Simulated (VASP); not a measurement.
A run of VASP 6.6.1:

The input INCAR:

```
SYSTEM = SiH4CO
PREC = Accurate
ENCUT = 520
EDIFF = 1E-6
ISMEAR = -1
SIGMA = 0.02
LREAL = Auto
LASPH = .TRUE.
NELM = 80
ALGO = Normal
ISIF = 2
LWAVE = .FALSE.
LCHARG = .FALSE.
GGA = PE
NBANDS = 68
```

Contents of KPOINTS:

```
Automatic mesh
0
G
  1 1 1
  0 0 0
```

The input POSCAR:

```
SiH4CO
1.0
    9.0856030000      0.0000000000      0.0000000000
    0.0000000000      9.0856030000      0.0000000000
    0.0000000000      0.0000000000      9.0856030000
Si H O C
5 20 5 5
Direct
    0.5886785940      0.3154661281      0.7593001807
    0.8773660923      0.9297346582      0.2057430861
    0.0788170031      0.5648386794      0.0234326770
    0.1200690807      0.9947275927      0.6615631346
    0.5344059167      0.7963147851      0.5418462594
    0.4317049732      0.2677312667      0.7231440775
    0.7036517004      0.3336267279      0.6356870314
    0.5917713992      0.4601675860      0.8344520446
    0.6538806505      0.2121047992      0.8683738438
    0.8338797106      1.0247311048      0.3419916102
    0.8228182543      0.7746651488      0.2419212021
    0.7957534574      0.9907652800      0.0765496798
    1.0445426682      0.9299988124      0.2063264265
    0.1252971322      0.6299416781      0.1646781177
    0.0101919487      0.4233400909      0.0354296792
   -0.0339658248      0.6631920853     -0.0392379020
    0.1971800881      0.5819976946     -0.0859931916
    0.0062406425      1.1062666947      0.7028482314
    0.1606607729      0.8767607389      0.7745770974
    0.1035154188      0.9356120887      0.5192060450
    0.2516728939      1.0911438679      0.6661638198
    0.5722900285      0.9105064353      0.6518994942
    0.4417868577      0.6855681456      0.6116490012
    0.4524630891      0.8570262205      0.4037926817
    0.6791954260      0.7263689598      0.4954101560
    0.1570946915      0.2705709241      0.4021527245
    0.5324797925      0.6775334560      0.0569472384
    0.5515098998      0.2673020162      0.2324776903
    0.2376617160      0.1702143490      0.0641234269
    0.0080346896      0.5863892578      0.5182484861
    0.2492074549      0.3545499402      0.3778725529
    0.4746630466      0.7870693888      0.0705952043
    0.6638524708      0.3108874557      0.2593333651
    0.2969423163      0.0925750333     -0.0164546041
   -0.0317865529      0.5320725548      0.6241192797
```

Potentials or basis: VASP PAW PBE potentials, release 64 (Si, H, O, C).

Run with:

```bash
$ cat potpaw_PBE.64/Si/POTCAR potpaw_PBE.64/H/POTCAR potpaw_PBE.64/O/POTCAR potpaw_PBE.64/C/POTCAR > POTCAR
$ mpirun -np 1 vasp_gam > vasp.out
```

Hardware: 1 thread of Intel Xeon 8259CL, with other jobs on the host.

Estimate the wall time of this run.

Run time: 3.1 min on 1 thread of Intel Xeon 8259CL (shared host), peak memory 0.71 GiB. Counts: scf iterations 18, k points 1.
